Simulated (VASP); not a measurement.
# GaSb (I-4m2) in VASP: a series of runs, part 2 of 2

VASP 6.6.1. The steps go on from the part before.

## Step 3: Single point, PBE

This run uses another cell than the first one, of 29.68 Å³/atom.

INCAR reads:

```
SYSTEM = GaSb
PREC = Accurate ; ENCUT = 520
EDIFF = 1E-7 ; ISMEAR = 0
SIGMA = 0.15 ; LREAL = .FALSE.
LASPH = .TRUE. ; NELM = 100
ALGO = Normal ; ISIF = 2
LWAVE = .FALSE. ; LCHARG = .FALSE.
GGA = PE ; NBANDS = 16
```

KPOINTS reads:

```
Automatic mesh
0
G
  16 16 16
  0 0 0
```

POSCAR reads:

```
GaSb
1.0
   -2.8950000000      2.8950000000      1.7709000000
    2.8950000000     -2.8950000000      1.7709000000
    2.8950000000      2.8950000000     -1.7709000000
Ga Sb
1 1
Direct
    0.2500000000      0.7500000000      0.5000000000
    0.0000000000      0.0000000000      0.0000000000
```

Potentials or basis: VASP PAW PBE potentials, release 64 (Ga_d, Sb).

Command:

```sh
cat potpaw_PBE.64/Ga_d/POTCAR potpaw_PBE.64/Sb/POTCAR > POTCAR
mpirun -np 1 vasp_std > vasp.out
```

OUTCAR:

```text
SYSTEM = GaSb
   PREC = Accurate
   ENCUT = 520
   EDIFF = 1E-7
   ISMEAR = 0
   LREAL = .FALSE.
   LASPH = .TRUE.
   NELM = 100
   ISIF = 2
   GGA = PE

 ion  position               nearest neighbor table
   1  0.250  0.750  0.500-   2 3.03   2 3.03   2 3.03   2 3.03
   2  0.000  0.000  0.000-   1 3.03   1 3.03   1 3.03   1 3.03

  LATTYP: Found a body centered tetragonal cell.
 ALAT       =     5.7900000000
 C/A-ratio  =     0.6117098446

  Lattice vectors:

 A1 = (  -2.8950000000,   2.8950000000,   1.7709000000)
 A2 = (   2.8950000000,  -2.8950000000,   1.7709000000)
 A3 = (   2.8950000000,   2.8950000000,  -1.7709000000)

Analysis of symmetry for initial positions (statically):
=====================================================================
 Subroutine PRICEL returns:
 Original cell was already a primitive cell.

 Routine SETGRP: Setting up the symmetry group for a
 body centered tetragonal supercell.

 Subroutine GETGRP returns: Found  8 space group operations
 (whereof  8 operations were pure point group operations)
 out of a pool of 16 trial point group operations.
[... 158 lines left out ...]
  ext. energy  EPLUGINS =         0.00000000
  ---------------------------------------------------
  free energy    TOTEN  =        -6.72760694 eV

  energy without entropy =       -6.71677843  energy(sigma->0) =       -6.72219268

 E-fermi :   4.4386     XC(G=0):  -9.3062

 val. band max:        4.4356592260   @ k =  -0.3750  -0.4375   0.1875
 cond. band min:       4.4397357234   @ k =   0.5000   0.3750   0.0625
 fundamental gap:      0.0040764974
 Fermi energy:         4.4385750291

 k-point     1 :       0.0000    0.0000    0.0000
  band No.  band energies     occupation
      1     -10.3501      2.00000
      2     -10.2978      2.00000
      3     -10.2978      2.00000
      4     -10.2831      2.00000
      5     -10.2760      2.00000
      6      -6.1304      2.00000
[... 433 lines left out ...]
      3     -10.2976      2.00000
      4     -10.2834      2.00000
      5     -10.2758      2.00000
      6      -6.1020      2.00000
[... 8 lines left out ...]
     15      12.7567      0.00000
     16      13.9296      0.00000

 [... further k-points ...]
[... 5 lines left out ...]
  --------------------------------------------------------------------------------------
  -------------------------------------------------------------------------------------
  Total       -2.2390527     -2.2390527     -2.3764894      0.0000000      0.0000000      0.0000000
  in kB      -60.4259840    -60.4259840    -64.1350302      0.0000000      0.0000000      0.0000000
  external PRESSURE =     -61.6623327 kB  Pullay stress =       0.0000000 kB

 VOLUME and BASIS-vectors are now :
 -----------------------------------------------------------------------------
  energy-cutoff  :      520.00
  volume of cell :       59.37
      direct lattice vectors                 reciprocal lattice vectors
    -2.895000000  2.895000000  1.770900000     0.000000000  0.172711572  0.282342312
     2.895000000 -2.895000000  1.770900000     0.172711572  0.000000000  0.282342312
     2.895000000  2.895000000 -1.770900000     0.172711572  0.172711572  0.000000000

 POSITION                                       TOTAL-FORCE (eV/Angst)
 -----------------------------------------------------------------------------------
      2.89500     -0.00000      0.88545        -0.000000      0.000000     -0.000000
      0.00000      0.00000      0.00000         0.000000     -0.000000      0.000000
 -----------------------------------------------------------------------------------
    total drift:                                0.000000     -0.000000      0.000000

  FREE ENERGIE OF THE ION-ELECTRON SYSTEM (eV)
  ---------------------------------------------------
  free  energy   TOTEN  =        -6.7276069352 eV

  energy  without entropy=       -6.7167784314  energy(sigma->0) =       -6.72219268
```

It took 7.5 min on 1 thread of Intel Xeon 8259CL, shared host; peak memory 0.48 GiB.

Results:

```yaml
Free_energy: -6.7276 eV
Pressure: -6.2 GPa
Band_gap_on_the_k_mesh: zero (bands 9 and 10 overlap by 3.95 eV)
```

Stress tensor (GPa, compression positive):
```
-6.04  0.00  0.00
 0.00 -6.04  0.00
 0.00  0.00 -6.41
```

Levels at points of the mesh, in eV from the Fermi level:
| k point | band 6 | band 7 | band 8 | band 9 | band 10 | band 11 | band 12 | band 13 |
| --- | --- | --- | --- | --- | --- | --- | --- | --- |
| (0.00, 0.00, 0.00) | -10.57 | -3.11 | -1.23 | -1.23 | 3.24 | 3.98 | 5.77 | 6.16 |
| (0.50, 0.00, 0.00) | -8.24 | -4.97 | -2.15 | -1.28 | -0.71 | 2.65 | 2.89 | 4.48 |
| (0.50, 0.50, 0.00) | -9.43 | -6.86 | 0.17 | 1.66 | 1.88 | 2.34 | 3.48 | 5.32 |
| (0.50, 0.50, 0.50) | -8.66 | -5.27 | -3.79 | -3.79 | 2.14 | 3.81 | 8.68 | 8.68 |

Caveat: the cell stands under tension; spin-orbit coupling is left out, which moves the levels of the heavy elements.
